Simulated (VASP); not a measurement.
# Si (Ibca) in VASP: notebook, part 2 of 2

VASP 6.6.1.

## 4. Single point, PBEsol (17.10 Å³/atom)

This run uses another cell than the first one, of 17.10 Å³/atom.

INCAR

```
PREC = Accurate
ENCUT = 520
EDIFF = 1E-6
ISMEAR = 0
SIGMA = 0.15
LREAL = False
LASPH = True
NELM = 100
ALGO = Normal
ISIF = 2
LWAVE = False
LCHARG = False
GGA = PS
NBANDS = 26
```

KPOINTS

```
Automatic mesh
0
Gamma
  10 10 10
```

POSCAR

```
Si
1.0
   -3.3792800260      3.3792800260      2.9953938151
    3.3792800260     -3.3792800260      2.9953938151
    3.3792800260      3.3792800260     -2.9953938151
Si
8
Direct
    0.2047947401      0.2047947401      0.2047947401
    0.5000000000      0.0000000000      0.2952052599
    0.2952052599      0.5000000000      0.0000000000
    0.0000000000      0.2952052599      0.5000000000
    0.7952052599      0.7952052599      0.7952052599
    0.5000000000      0.0000000000      0.7047947401
    0.7047947401      0.5000000000      0.0000000000
    0.0000000000      0.7047947401      0.5000000000
```

Launch:

```console
> cat potpaw_PBE.64/Si/POTCAR > POTCAR
> mpirun -np 1 vasp_std > vasp.out
```

Wall time 4.9 min (1 thread of AMD EPYC 9R45 (Zen 5), shared host); peak memory 0.5 GiB.

Results (log left out):

* Free energy: -44.2969 eV
* Pressure: 6.1 GPa
* Largest force: 1.104 eV/Å
* Band gap on the k mesh: zero (bands 16 and 17 overlap by 0.60 eV)

Forces in eV/Å, atoms in the order of the input:
```
Si  -0.054  1.006 -0.451
Si   0.054 -1.006 -0.451
Si  -0.054 -1.006  0.451
Si   0.054  1.006  0.451
Si   0.054 -1.006  0.451
Si  -0.054  1.006  0.451
Si   0.054  1.006 -0.451
Si  -0.054 -1.006 -0.451
```

Stress tensor (GPa, compression positive):
```
 0.23  0.00  0.00
 0.00  1.45  0.00
 0.00  0.00 16.58
```

Levels at points of the mesh, in eV from the Fermi level:
| k point | band 12 | band 13 | band 14 | band 15 | band 16 | band 17 | band 18 | band 19 | band 20 | band 21 |
| --- | --- | --- | --- | --- | --- | --- | --- | --- | --- | --- |
| (0.00, 0.00, 0.00) | -4.26 | -4.15 | -2.04 | -1.94 | 0.29 | 0.79 | 0.92 | 3.51 | 3.62 | 3.64 |
| (0.50, 0.00, 0.00) | -2.85 | -1.92 | -1.92 | -1.73 | -1.73 | 0.82 | 0.82 | 1.80 | 1.80 | 1.99 |
| (0.50, 0.00, 0.50) | -2.95 | -1.77 | -1.77 | -1.16 | -1.16 | -0.09 | -0.09 | 2.05 | 2.05 | 2.20 |
| (0.50, 0.50, 0.00) | -2.63 | -2.27 | -2.27 | -1.10 | -1.10 | 0.24 | 0.24 | 1.67 | 1.67 | 2.91 |
| (0.50, 0.50, 0.50) | -2.72 | -2.61 | -0.59 | -0.21 | 0.08 | 0.75 | 1.96 | 2.51 | 2.67 | 2.69 |

Caveat: the stress differs along the axes, from 0 to 17 GPa; semilocal functionals underestimate gaps, and a narrow one can read as zero; the PAW data sets were made with another functional, which shifts forces and pressure a little.

## 5. Single point, PBEsol (17.10 Å³/atom)

This run uses another cell than the first one, of 17.10 Å³/atom.

INCAR

```
  PREC = Accurate
  ENCUT = 520
  EDIFF = 1E-7
  ISMEAR = 0
  SIGMA = 0.15
  LREAL = False
  LASPH = True
  NELM = 80
  ALGO = Normal
  ISIF = 2
  LWAVE = False
  LCHARG = False
  GGA = PS
  NBANDS = 26
```

KPOINTS

```
regular mesh
0
Gamma
  10 10 10
```

POSCAR: that of step 4 with these lines changed.

```diff
@@ -2,5 +2,5 @@
 1.0
-   -3.3792800260      3.3792800260      2.9953938151
-    3.3792800260     -3.3792800260      2.9953938151
-    3.3792800260      3.3792800260     -2.9953938151
+   -3.1182102778      3.1182102778      3.5179648354
+    3.1182102778     -3.1182102778      3.5179648354
+    3.1182102778      3.1182102778     -3.5179648354
 Si
```

Launch:

```console
> cat potpaw_PBE.64/Si/POTCAR > POTCAR
> mpirun -np 1 vasp_std > vasp.out
```

It took 5.3 min on 1 thread of AMD EPYC 9R45 (Zen 5), shared host; peak memory 0.51 GiB.

The run converged. Its results:

- Free energy: -44.2282 eV
- Pressure: 6.2 GPa
- Largest force: 1.049 eV/Å
- Band gap on the k mesh: zero (bands 16 and 17 overlap by 0.70 eV)

Forces on the atoms (eV/Å):
```
Si   0.548 -0.686  0.575
Si  -0.548  0.686  0.575
Si   0.548  0.686 -0.575
Si  -0.548 -0.686 -0.575
Si  -0.548  0.686 -0.575
Si   0.548 -0.686 -0.575
Si  -0.548 -0.686  0.575
Si   0.548  0.686  0.575
```

Stress tensor (GPa, compression positive):
```
11.90  0.00  0.00
 0.00 13.23  0.00
 0.00  0.00 -6.48
```

Levels at points of the mesh, in eV from the Fermi level:
| k point | band 13 | band 14 | band 15 | band 16 | band 17 | band 18 | band 19 | band 20 |
| --- | --- | --- | --- | --- | --- | --- | --- | --- |
| (0.00, 0.00, 0.00) | -4.03 | -2.53 | -1.03 | 0.03 | 0.14 | 2.54 | 2.80 | 3.24 |
| (0.50, 0.00, 0.00) | -1.85 | -1.85 | -0.71 | -0.71 | -0.19 | -0.19 | 2.24 | 2.24 |
| (0.00, 0.50, 0.00) | -1.94 | -1.94 | -1.49 | -1.49 | 0.91 | 0.91 | 1.99 | 1.99 |
| (0.50, 0.50, 0.00) | -2.02 | -2.02 | -1.69 | -1.69 | 0.48 | 0.48 | 1.48 | 1.48 |
| (0.50, 0.50, 0.50) | -2.60 | -0.54 | -0.29 | 0.14 | 1.03 | 1.88 | 2.10 | 2.43 |

Caveat: the stress differs along the axes, from -6 to 13 GPa; semilocal functionals underestimate gaps, and a narrow one can read as zero; the PAW data sets were made with another functional, which shifts forces and pressure a little.

## 6. Single point, PBEsol (16.81 Å³/atom)

This run uses another cell than the first one, of 16.81 Å³/atom.

INCAR

```
SYSTEM = Si
PREC     = Accurate       ! precision mode
ENCUT    = 520            ! plane-wave cutoff, eV
EDIFF    = 1E-6           ! SCF threshold, eV
ISMEAR   = 0              ! smearing method
SIGMA    = 0.15           ! smearing width, eV
LREAL    = .FALSE.        ! projectors in reciprocal space
LASPH    = .TRUE.         ! aspherical terms in the spheres
NELM     = 80             ! most SCF steps
ALGO     = Normal         ! electronic algorithm
ISIF     = 2              ! what is computed and relaxed
LWAVE    = .FALSE.        ! write WAVECAR
LCHARG   = .TRUE.         ! write CHGCAR
GGA      = PS             ! functional
LELF     = .TRUE.         ! ELF
LVHAR    = .TRUE.       
NBANDS   = 26             ! bands
```

KPOINTS

```
regular mesh
0
G
  10 10 10
  0 0 0
```

POSCAR: that of step 5 with these lines changed.

```diff
@@ -2,5 +2,5 @@
 1.0
-   -3.1182102778      3.1182102778      3.5179648354
-    3.1182102778     -3.1182102778      3.5179648354
-    3.1182102778      3.1182102778     -3.5179648354
+   -3.3333455702      3.3333455702      3.0266777777
+    3.3333455702     -3.3333455702      3.0266777777
+    3.3333455702      3.3333455702     -3.0266777777
 Si
```

Potentials or basis: VASP PAW PBE potentials, release 64 (Si).

Launch:

```console
> cat potpaw_PBE.64/Si/POTCAR > POTCAR
> mpirun -np 1 vasp_std > vasp.out
```

It took 12 min on 1 thread of Intel Xeon 6975P-C (Granite Rapids), shared host; peak memory 0.53 GiB.

The run converged. Its results:

* Free energy: -44.3958 eV
* Pressure: 8.2 GPa
* Largest force: 0.964 eV/Å
* Band gap on the k mesh: zero (bands 16 and 17 overlap by 0.53 eV)

Forces on the atoms (eV/Å):
```
Si   0.001  0.915 -0.306
Si  -0.001 -0.915 -0.306
Si   0.001 -0.915  0.306
Si  -0.001  0.915  0.306
Si  -0.001 -0.915  0.306
Si   0.001  0.915  0.306
Si  -0.001  0.915 -0.306
Si   0.001 -0.915 -0.306
```

Stress tensor (GPa, compression positive):
```
 3.21  0.00  0.00
 0.00  4.00  0.00
 0.00  0.00 17.48
```

Levels at points of the mesh, in eV from the Fermi level:
| k point | band 13 | band 14 | band 15 | band 16 | band 17 | band 18 | band 19 | band 20 |
| --- | --- | --- | --- | --- | --- | --- | --- | --- |
| (0.00, 0.00, 0.00) | -4.25 | -1.88 | -1.82 | 0.05 | 1.00 | 1.11 | 3.29 | 3.65 |
| (0.50, 0.00, 0.00) | -1.99 | -1.99 | -1.69 | -1.69 | 0.78 | 0.78 | 1.83 | 1.83 |
| (0.50, 0.00, 0.50) | -1.86 | -1.86 | -1.17 | -1.17 | -0.02 | -0.02 | 2.09 | 2.09 |
| (0.50, 0.50, 0.00) | -2.26 | -2.26 | -1.13 | -1.13 | 0.27 | 0.27 | 1.84 | 1.84 |
| (0.50, 0.50, 0.50) | -2.65 | -0.58 | -0.09 | 0.19 | 0.75 | 2.22 | 2.59 | 2.76 |

Caveat: the stress differs along the axes, from 3 to 17 GPa; semilocal functionals underestimate gaps, and a narrow one can read as zero; the PAW data sets were made with another functional, which shifts forces and pressure a little.

## 7. Single point, PBEsol (16.81 Å³/atom)

This run uses another cell than the first one, of 16.81 Å³/atom.

INCAR

```
ALGO = Normal
EDIFF = 1E-6
ENCUT = 520
GGA = PS
ISIF = 2
ISMEAR = 0
LASPH = T
LCHARG = F
LREAL = F
LWAVE = F
NBANDS = 26
NELM = 60
PREC = Accurate
SIGMA = 0.15
```

KPOINTS

```
k-points
0
Gamma
  10 10 10
```

POSCAR: that of step 6 with these lines changed.

```diff
@@ -2,5 +2,5 @@
 1.0
-   -3.3333455702      3.3333455702      3.0266777777
-    3.3333455702     -3.3333455702      3.0266777777
-    3.3333455702      3.3333455702     -3.0266777777
+   -3.1763518391      3.1763518391      3.3332636200
+    3.1763518391     -3.1763518391      3.3332636200
+    3.1763518391      3.1763518391     -3.3332636200
 Si
```

Launch:

```console
> cat potpaw_PBE.64/Si/POTCAR > POTCAR
> mpirun -np 1 vasp_std > vasp.out
```

It took 11 min on 1 thread of Intel Xeon 6975P-C (Granite Rapids), shared host; peak memory 0.53 GiB.

It converged, with:

```
Free energy            : -44.6912 eV
Pressure               : 8.1 GPa
Largest force          : 0.544 eV/Å
Band gap on the k mesh : zero (bands 16 and 17 overlap by 0.41 eV)
```

Forces on the atoms (eV/Å):
```
Si   0.334 -0.165  0.396
Si  -0.334  0.165  0.396
Si   0.334  0.165 -0.396
Si  -0.334 -0.165 -0.396
Si  -0.334  0.165 -0.396
Si   0.334 -0.165 -0.396
Si  -0.334 -0.165  0.396
Si   0.334  0.165  0.396
```

Stress tensor (GPa, compression positive):
```
10.71  0.00  0.00
 0.00 10.84  0.00
 0.00  0.00  2.73
```

Levels at points of the mesh, in eV from the Fermi level:
```tsv
k point	band 13	band 14	band 15	band 16	band 17	band 18	band 19	band 20
(0.00, 0.00, 0.00)	-4.33	-1.84	-1.28	-0.56	1.07	2.09	2.18	3.67
(0.50, 0.00, 0.00)	-2.10	-2.10	-1.11	-1.11	0.10	0.10	2.22	2.22
(0.00, 0.50, 0.00)	-2.20	-2.20	-1.42	-1.42	0.55	0.55	2.11	2.11
(0.50, 0.50, 0.00)	-2.15	-2.15	-1.47	-1.47	0.38	0.38	1.88	1.88
(0.50, 0.50, 0.50)	-2.71	-0.61	0.08	0.32	0.60	2.61	2.66	2.85
```

Caveat: the stress differs along the axes, from 3 to 11 GPa; semilocal functionals underestimate gaps, and a narrow one can read as zero; the PAW data sets were made with another functional, which shifts forces and pressure a little.

## 8. Summary

| cell | gap on the mesh (eV) | pressure (GPa) | largest force (eV/Å) |
| --- | --- | --- | --- |
| a = 5.882 Å, angles 106.4, 106.4, 115.8°, 8 atoms | none | -6.1 | 0.63 |
| a = 5.883 Å, angles 112.9, 112.9, 102.8°, 8 atoms | none | -6.0 | 0.59 |
| a = 5.640 Å, angles 106.4, 106.4, 115.8°, 8 atoms | none | 6.1 | 1.10 |
| a = 5.641 Å, angles 112.9, 112.9, 102.8°, 8 atoms | none | 6.2 | 1.05 |
| a = 5.602 Å, angles 107.0, 107.0, 114.6°, 8 atoms | none | 8.2 | 0.96 |
| a = 5.594 Å, angles 110.8, 110.8, 106.8°, 8 atoms | none | 8.1 | 0.54 |

Alike in all rows: task single point; level PBEsol; potentials or basis VASP PAW PBE potentials, release 64 (Si); no spin polarisation; k mesh 10 × 10 × 10; cutoff (eV) 520; smearing gaussian 0.15 eV.

Caveats: semilocal functionals underestimate gaps, and a narrow one can read as zero; the PAW data sets were made with another functional, which shifts forces and pressure a little; the stress differs along the axes, from -11 to 3 GPa (at least some runs); the stress differs along the axes, from -16 to -0 GPa (at least some runs); the stress differs along the axes, from 0 to 17 GPa (at least some runs); the stress differs along the axes, from -6 to 13 GPa (at least some runs); the stress differs along the axes, from 3 to 17 GPa (at least some runs).

Absolute energies hang on the potentials; compare differences alone.
